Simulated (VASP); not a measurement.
# Br (Cmce) in VASP: notebook, part 2 of 2

VASP 6.6.1. Earlier steps stand in the parts before.

## 3. Relaxation of cell and atoms, PBEsol, target pressure 5 GPa, at which the enthalpy is minimised

Contents of INCAR:

```
SYSTEM = Br
PREC = Accurate
ENCUT = 600
EDIFF = 1E-6
ISMEAR = -1
SIGMA = 0.05
LREAL = .False.
LASPH = .True.
NELM = 60
ALGO = Normal
ISIF = 3
LWAVE = .False.
LCHARG = .False.
GGA = PS
IBRION = 2
NSW = 60
EDIFFG = -0.01
PSTRESS = 50.0
```

Contents of KPOINTS:

```
regular mesh
0
Gamma
  7 7 3
  0 0 0
```

Contents of POSCAR:

```
Br
1.0
    3.3632500000     -2.3225500000      0.0000000000
    3.3632500000      2.3225500000      0.0000000000
    0.0000000000      0.0000000000      8.7023000000
Br
4
Direct
    0.3651000000      0.6349000000      0.3901000000
    0.1349000000      0.8651000000      0.8901000000
    0.6349000000      0.3651000000      0.6099000000
    0.8651000000      0.1349000000      0.1099000000
```

Potentials or basis: VASP PAW PBE potentials, release 64 (Br).

On the command line:

```bash
> cat potpaw_PBE.64/Br/POTCAR > POTCAR
> mpirun -np 1 vasp_std > vasp.out
```

OUTCAR:

```text
SYSTEM = Br
   PREC = Accurate
   ENCUT = 600
   EDIFF = 1E-6
   ISMEAR = -1
   LREAL = .False.
   LASPH = .True.
   NELM = 60
   ISIF = 3
   GGA = PS
   IBRION = 2
   NSW = 60
   EDIFFG = -0.01
   PSTRESS = 50.0

 ion  position               nearest neighbor table
   1  0.365  0.635  0.390-   3 2.29
   2  0.135  0.865  0.890-   4 2.29
   3  0.635  0.365  0.610-   1 2.29
   4  0.865  0.135  0.110-   2 2.29

  LATTYP: Found a base centered orthorhombic cell.
 ALAT       =     4.6451000000
 B/A-ratio  =     1.4480850789
 C/A-ratio  =     1.8734365245

  Lattice vectors:

 A1 = (  -3.3632500000,  -2.3225500000,   0.0000000000)
 A2 = (   3.3632500000,  -2.3225500000,   0.0000000000)
[... 383 lines left out ...]
--------------------------------------- Ionic step       17  -------------------------------------------

 number of electron      27.9999998 magnetization

 Free energy of the ion-electron system (eV)
  ---------------------------------------------------
  ext. energy  EPLUGINS =         0.00000000
  ---------------------------------------------------
  free energy    TOTEN  =        -7.11693855 eV

  energy without entropy =       -7.11693543  energy(sigma->0) =       -7.11693699

 E-fermi :   3.1118     XC(G=0):  -9.7208

 val. band max:        2.6121770029   @ k =   0.0000   0.0000   0.0000
 cond. band min:       3.6321918900   @ k =  -0.4286   0.4286   0.0000
 fundamental gap:      1.0200148871
 Fermi energy:         3.1117984438

 k-point     1 :       0.0000    0.0000    0.0000
  band No.  band energies     occupation
      1     -14.2756      2.00000
      2     -13.1835      2.00000
      3     -12.1574      2.00000
      4     -10.1185      2.00000
      5      -3.3735      2.00000
      6      -1.0722      2.00000
[... 481 lines left out ...]
      5      -3.3022      2.00000
      6      -3.1198      2.00000
[... 10 lines left out ...]
     17       9.6378      0.00000
     18      10.2118      0.00000

 [... further k-points ...]
[... 5 lines left out ...]
  --------------------------------------------------------------------------------------
  -------------------------------------------------------------------------------------
  Total        3.0561968      3.0386752      3.0172046      0.0000000      0.0000000      0.0000000
  in kB       50.3030815     50.0146874     49.6612952      0.0000000      0.0000000      0.0000000
  external PRESSURE =      -0.0069786 kB  Pullay stress =      50.0000000 kB
[... 23 lines left out ...]
  energy  without entropy=       -7.1169354308  energy(sigma->0) =       -7.11693699

  enthalpy is  TOTEN    =        -4.0791556771 eV   P V=        3.0377828694

 reached required accuracy - stopping structural energy minimisation
```

OSZICAR:

```text
N       E                     dE             d eps       ncg     rms          rms(c)
DAV:   1     0.198166498045E+03    0.19817E+03   -0.12461E+04  1152   0.145E+03
DAV:   2     0.779379967792E+01   -0.19037E+03   -0.18782E+03  1696   0.219E+02
DAV:   3    -0.742723233931E+01   -0.15221E+02   -0.15193E+02  1348   0.750E+01
DAV:   4    -0.759384955135E+01   -0.16662E+00   -0.16653E+00  1460   0.918E+00
[... 154 lines left out ...]
DAV:   2    -0.711719709826E+01    0.24498E-03   -0.42674E-03  1296   0.432E-01    0.898E-02
DAV:   3    -0.711696478136E+01    0.23232E-03   -0.32886E-04  1212   0.107E-01    0.647E-02
DAV:   4    -0.711694006991E+01    0.24711E-04   -0.49338E-05  1266   0.420E-02    0.488E-02
DAV:   5    -0.711693898988E+01    0.10800E-05   -0.95074E-06  1214   0.197E-02    0.727E-03
DAV:   6    -0.711693854648E+01    0.44340E-06   -0.13320E-06   616   0.759E-03
  17 F= -.40791557E+01 E0= -.40791541E+01  d E =-.434981E-03
```

CONTCAR:

```text
Br
   1.00000000000000
     3.0619114577153153   -1.9158907142100796   -0.0000000000000000
     3.0619114577153153    1.9158907142100796    0.0000000000000000
     0.0000000000000000   -0.0000000000000000    8.2966725656658955
  Br
     4
Direct
     0.3299440362425059    0.6700559637574943    0.3786208648859206
     0.1700559637574942    0.8299440362425057    0.8786208648859205
     0.6700559637574943    0.3299440362425059    0.6213791351140795
     0.8299440362425057    0.1700559637574942    0.1213791351140795

  0.00000000E+00  0.00000000E+00  0.00000000E+00
  0.00000000E+00  0.00000000E+00  0.00000000E+00
  0.00000000E+00  0.00000000E+00  0.00000000E+00
  0.00000000E+00  0.00000000E+00  0.00000000E+00
```

Run time: 13 min. Hardware: 1 thread of Intel Xeon 6975P-C, shared host; peak memory 0.34 GiB.

What came out:

| Item | Value |
| --- | --- |
| Free energy | -7.1169 eV |
| Relaxed volume | 24.34 Å³/atom |
| Relaxed cell | a = 3.612 Å, b = 3.612 Å, c = 8.297 Å, α = 90.00°, β = 90.00°, γ = 64.07° |
| Space group after relaxing (to 0.05 Å) | Cmce (No. 64) |
| Energy change on relaxing (the enthalpy is what falls) | +9.5 meV/atom |
| Ionic steps | 17 |
| Pressure after relaxing | 5.0 GPa |
| Largest force after relaxing | 0.005 eV/Å |
| Band gap on the k mesh | 1.02 eV, indirect (least direct gap 1.41 eV) |

Forces on the atoms (eV/Å):
```
Br   0.000  0.004  0.002
Br   0.000 -0.004  0.002
Br   0.000 -0.004 -0.002
Br   0.000  0.004 -0.002
```

Step by step:
```tsv
step	energy change (eV)	largest force (eV/Å)	pressure (GPa)	volume (Å³)
1	0.0000	0.7488	0.15	135.95
2	0.0054	1.4676	3.28	116.68
3	0.2609	2.0342	8.30	102.67
4	0.1815	1.0110	7.78	98.24
5	0.2512	0.4554	8.15	94.43
6	0.2393	0.4830	8.09	94.79
7	0.1255	0.3340	6.18	97.18
8	0.0463	0.2175	4.61	99.39
9	0.0506	0.2240	4.73	99.25
10	0.0475	0.2167	4.73	99.15
11	0.0397	0.1939	4.78	98.85
12	0.0318	0.1479	4.94	98.23
13	0.0561	0.1529	5.55	96.87
14	0.0470	0.1332	5.42	97.13
15	0.0133	0.1212	4.03	98.32
16	0.0314	0.0371	4.87	97.57
17	0.0380	0.0048	5.00	97.34
```

Final structure:
```
Br
1.0
     3.06191   -1.91589    0.00000
     3.06191    1.91589    0.00000
     0.00000    0.00000    8.29667
Br
4
Direct
  0.32994 0.67006 0.37862
  0.17006 0.82994 0.87862
  0.67006 0.32994 0.62138
  0.82994 0.17006 0.12138
```

Caveat: the cell is relaxed towards a set pressure, so the enthalpy falls and the energy may rise; the volume moved by over 15 % at a fixed basis, so the end points are rough; the PAW data sets were made with another functional, which shifts forces and pressure a little. A k mesh can miss the band edges.

## 4. Single point, LDA

Contents of INCAR:

```
SYSTEM = Br
ALGO = Normal ; EDIFF = 1E-6
ENCUT = 520 ; GGA = CA
ISIF = 2 ; ISMEAR = -1
LASPH = .True. ; LCHARG = .False.
LREAL = .False. ; LWAVE = .False.
NBANDS = 22 ; NELM = 60
PREC = Accurate ; SIGMA = 0.05
```

Contents of KPOINTS:

```
k-points
0
Gamma
  7 7 3
  0 0 0
```

POSCAR is that of step 3.

Potentials or basis: VASP PAW LDA potentials, release 64 (Br).

On the command line:

```bash
> cat potpaw_LDA.64/Br/POTCAR > POTCAR
> mpirun -np 1 vasp_std > vasp.out
```

Run time: 40 s. Hardware: 1 thread of Intel Xeon Platinum 8488C (Sapphire Rapids), shared host; peak memory 0.22 GiB.

Results (log left out):

```yaml
Free_energy: -8.0751 eV
Pressure: -1.2 GPa
Largest_force: 0.728 eV/Å
Band_gap_on_the_k_mesh: 1.75 eV, indirect (least direct gap 1.77 eV)
```

Forces in eV/Å, atoms in the order of the input:
```
Br   0.000  0.308 -0.659
Br   0.000 -0.308 -0.659
Br   0.000 -0.308  0.659
Br   0.000  0.308  0.659
```

Stress tensor (GPa, compression positive):
```
-1.08  0.00  0.00
 0.00 -1.88  0.00
 0.00  0.00 -0.59
```

Levels at points of the mesh, in eV from the valence-band top:
| k point | band 10 | band 11 | band 12 | band 13 | band 14 | band 15 | band 16 | band 17 | band 18 | band 19 |
| --- | --- | --- | --- | --- | --- | --- | --- | --- | --- | --- |
| (0.00, 0.00, 0.00) | -1.62 | -0.96 | -0.36 | -0.06 | -0.01 | 1.76 | 2.54 | 5.57 | 6.33 | 7.10 |

A k mesh can miss the band edges. A hybrid or GW would open this gap; LDA tends to underestimate it.

## 5. Single point, PBE+D4

This run uses another cell than the first one, of 30.79 Å³/atom, 0.906 times its volume.

Contents of INCAR:

```
PREC     = Accurate       # precision mode
ENCUT    = 520            # plane-wave cutoff, eV
EDIFF    = 1E-6           # SCF threshold, eV
ISMEAR   = -1             # smearing method
SIGMA    = 0.05           # smearing width, eV
LREAL    = False          # projectors in reciprocal space
LASPH    = True           # aspherical terms in the spheres
NELM     = 80             # most SCF steps
ALGO     = Normal         # electronic algorithm
ISIF     = 2              # what is computed and relaxed
LWAVE    = False          # write WAVECAR
LCHARG   = False          # write CHGCAR
GGA      = PE             # functional
IVDW     = 13             # dispersion correction
NBANDS   = 22             # bands
```

Contents of KPOINTS:

```
Automatic mesh
0
Gamma
  7 7 3
```

Contents of POSCAR:

```
Br
1.0
    3.4677444852     -2.0730875295      0.0000000000
    3.4677444852      2.0730875295      0.0000000000
    0.0000000000      0.0000000000      8.5670243469
Br
4
Direct
    0.3485607946      0.6514392054      0.3808380476
    0.1514392054      0.8485607946      0.8808380476
    0.6514392054      0.3485607946      0.6191619524
    0.8485607946      0.1514392054      0.1191619524
```

Potentials or basis: VASP PAW PBE potentials, release 64 (Br).

On the command line:

```bash
> cat potpaw_PBE.64/Br/POTCAR > POTCAR
> mpirun -np 1 vasp_std > vasp.out
```

Run time: 75 s. Hardware: 1 thread of Oxide Virtual Turin-like, shared host; peak memory 0.21 GiB.

It converged, with:

```
Free energy                : -7.4786 eV
Pressure                   : 0.0 GPa
Largest force              : 0.004 eV/Å
Band gap on the k mesh     : 1.33 eV, indirect (least direct gap 1.37 eV)
Dispersion energy per atom : -0.256 eV
```

Forces on the atoms (eV/Å):
```
Br   0.000  0.003 -0.003
Br   0.000 -0.003 -0.003
Br   0.000 -0.003  0.003
Br   0.000  0.003  0.003
```

Levels at points of the mesh, in eV from the valence-band top:
| k point | band 12 | band 13 | band 14 | band 15 | band 16 | band 17 |
| --- | --- | --- | --- | --- | --- | --- |
| (0.00, 0.00, 0.00) | -0.60 | -0.42 | 0.00 | 1.37 | 2.29 | 5.98 |

## 6. Single point, PBE+D3(BJ)

This run uses another cell than the first one, of 31.05 Å³/atom, 0.914 times its volume.

Contents of INCAR:

```
SYSTEM = Br
ALGO = Normal ; EDIFF = 1E-6
ENCUT = 520 ; GGA = PE
ISIF = 2 ; ISMEAR = -1
IVDW = 12 ; LASPH = .TRUE.
LCHARG = .FALSE. ; LREAL = .FALSE.
LWAVE = .FALSE. ; NBANDS = 22
NELM = 100 ; PREC = Accurate
SIGMA = 0.05
```

Contents of KPOINTS:

```
k-points
0
G
  7 7 3
  0 0 0
```

Contents of POSCAR:

```
Br
1.0
    3.4906003371     -2.0750150608      0.0000000000
    3.4906003371      2.0750150608      0.0000000000
    0.0000000000      0.0000000000      8.5733564697
Br
4
Direct
    0.3489287451      0.6510712549      0.3808616903
    0.1510712549      0.8489287451      0.8808616903
    0.6510712549      0.3489287451      0.6191383097
    0.8489287451      0.1510712549      0.1191383097
```

Potentials or basis: VASP PAW PBE potentials, release 64 (Br).

On the command line:

```bash
> cat potpaw_PBE.64/Br/POTCAR > POTCAR
> mpirun -np 1 vasp_std > vasp.out
```

Run time: 69 s. Hardware: 1 thread of Oxide Virtual Turin-like, shared host; peak memory 0.22 GiB.

The run converged. Its results:

- Free energy: -7.3909 eV
- Pressure: 0.0 GPa
- Largest force: 0.004 eV/Å
- Band gap on the k mesh: 1.33 eV, indirect (least direct gap 1.37 eV)
- Dispersion energy per atom: -0.232 eV

Forces on the atoms (eV/Å):
```
Br   0.000  0.003 -0.003
Br   0.000 -0.003 -0.003
Br   0.000 -0.003  0.003
Br   0.000  0.003  0.003
```

Levels at points of the mesh, in eV from the valence-band top:
| k point | band 12 | band 13 | band 14 | band 15 | band 16 | band 17 |
| --- | --- | --- | --- | --- | --- | --- |
| (0.00, 0.00, 0.00) | -0.60 | -0.43 | 0.00 | 1.37 | 2.28 | 5.95 |

A k mesh can miss the band edges. A hybrid or GW would open this gap; PBE tends to underestimate it.

## 7. The runs side by side

```tsv
task	level	potentials or basis	cell	cutoff (eV)	gap on the mesh (eV)	pressure (GPa)
relaxation of cell and atoms	PBEsol	VASP PAW PBE potentials, release 64 (Br)	relaxed to 2 GPa from a = 4.087, b = 4.087, c = 8.702 Å, angles 90.0, 90.0, 69.3°, 4 atoms	600	1.13	2.0
relaxation of cell and atoms	PBEsol	VASP PAW PBE potentials, release 64 (Br)	relaxed to 5 GPa from a = 4.087, b = 4.087, c = 8.702 Å, angles 90.0, 90.0, 69.3°, 4 atoms	600	1.02	5.0
single point	LDA	VASP PAW LDA potentials, release 64 (Br)	a = 4.087, b = 4.087, c = 8.702 Å, angles 90.0, 90.0, 69.3°, 4 atoms	520	1.75	-1.2
single point	PBE+D4	VASP PAW PBE potentials, release 64 (Br)	a = 4.040, b = 4.040, c = 8.567 Å, angles 90.0, 90.0, 61.7°, 4 atoms	520	1.33	0.0
single point	PBE+D3(BJ)	VASP PAW PBE potentials, release 64 (Br)	a = 4.061, b = 4.061, c = 8.573 Å, angles 90.0, 90.0, 61.5°, 4 atoms	520	1.33	0.0
```

Alike in all rows: no spin polarisation; k mesh 7 × 7 × 3; smearing fermi-dirac 0.05 eV.

Caveats: the cell is relaxed towards a set pressure, so the enthalpy falls and the energy may rise (some runs); the volume moved by over 15 % at a fixed basis, so the end points are rough (some runs); the PAW data sets were made with another functional, which shifts forces and pressure a little (some runs).

Absolute energies hang on the potentials; compare differences alone.
